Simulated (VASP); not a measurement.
MgO (Periclase), 2 atoms in the cell. Symmetry: Fm-3m, No. 225, cubic system. Conventional cell: a = 4.254 Å, b = 4.254 Å, c = 4.254 Å, α = 90.00°, β = 90.00°, γ = 90.00°. Within 2.8 Å of Mg (site symmetry m-3m) lie 6 O at 2.13 Å. Within 2.8 Å of O (site symmetry m-3m) lie 6 Mg at 2.13 Å. 

| Item | Value |
| --- | --- |
| Program | VASP 6.6.1 |
| Task | single point |
| Functional | PBE |
| Potentials or basis | VASP PAW PBE potentials, release 64 (Mg, O) |
| Cutoff | 600 eV |
| k mesh | 8 × 8 × 8 |
| Occupations | gaussian, width 0.01 eV |
| Spin | no spin polarisation |
| Dipole correction | no |
| Further INCAR settings | ALGO = Normal; EDIFF = 1e-06; NBANDS = 11 |

Potentials or basis: VASP PAW PBE potentials, release 64 (Mg, O).

Run with:

```bash
$ cat potpaw_PBE.64/Mg/POTCAR potpaw_PBE.64/O/POTCAR > POTCAR
$ mpirun -np 1 vasp_std > vasp.out
```

Hardware: 1 thread of Intel(R) Xeon(R) Platinum 8488C (Sapphire Rapids) (shared host).

How long does it take, and how much memory?

It took 6.6 s on 1 thread of Intel(R) Xeon(R) Platinum 8488C (Sapphire Rapids) (shared host), peak memory 0.14 GiB. Counts: scf iterations 11, k points 29.
